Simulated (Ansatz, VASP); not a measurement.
# PbSe in VASP and in Ansatz

The input POSCAR:

```
PbSe
1.0
    0.0000000000      3.0889948006      3.0889948006
    3.0889948006      0.0000000000      3.0889948006
    3.0889948006      3.0889948006      0.0000000000
Pb Se
1 1
Direct
    0.5000000000      0.5000000000      0.5000000000
    0.0000000000      0.0000000000      0.0000000000
```

Contents of INCAR.step1:

```
PREC = Accurate
ENCUT = 520
ISMEAR = 0
SIGMA = 0.05
LREAL = False
LASPH = True
NELM = 100
NBANDS = 17
GGA = PE
ALGO = Normal
EDIFF = 1E-4
LWAVE = True
LCHARG = False
```

File INCAR.step2:

```
PREC = Accurate
ENCUT = 520
EDIFF = 1E-6
ISMEAR = 0
SIGMA = 0.05
LREAL = False
LASPH = True
NELM = 100
ALGO = Normal
ISIF = 2
LWAVE = False
LCHARG = True
METAGGA = R2SCAN
LMIXTAU = True
LELF = True
LVHAR = True
NBANDS = 17
ISTART = 1
```

The input KPOINTS:

```
regular mesh
0
Gamma
  10 10 10
```

Input for Ansatz:

```yaml
crystal:
  lattice:
    - [0.0, 3.0889948006, 3.0889948006]
    - [3.0889948006, 0.0, 3.0889948006]
    - [3.0889948006, 3.0889948006, 0.0]
  atoms:
    - { symbol: Pb, position: [0.5, 0.5, 0.5] }
    - { symbol: Se, position: [0.0, 0.0, 0.0] }
basis:
  ecutwfc: 500
  ecutrho_ratio: 4
kpoints:
  mp_grid: { grid: [10, 10, 10] }
hamiltonian:
  xc: r2scan
scf:
  occupations: { method: gaussian, width: 0.05 }
output:
  forces: true
  stress: true
  eigenvalues: true
```

Alike in both runs: task single point; functional r2SCAN; k mesh 10 × 10 × 10; occupations gaussian, width 0.05 eV; no spin polarisation.

|  | VASP | Ansatz |
| --- | --- | --- |
| version | VASP 6.6.1 | Ansatz 0.2.0 |
| potentials or method | VASP PAW PBE potentials, release 64 (Pb_d, Se), cutoff 520 eV | scalar-relativistic, plane waves, PAW |
| valence electrons in the cell | 20 | 30 |

```tsv
	VASP	Ansatz	Ansatz less VASP
gap on the k mesh at the Fermi level (eV)	0.67	0.66	-0.006
least direct gap on the mesh (eV)	0.67	0.66	-0.006
pressure (GPa)	0.0	0.0	-0.02
```

VASP's potentials were made for PBE, not for r2SCAN. VASP's potentials hold 20 valence electrons a cell and Ansatz's 30, so a difference there can come from the potentials and not from the codes.

Neither program's run includes spin-orbit coupling.
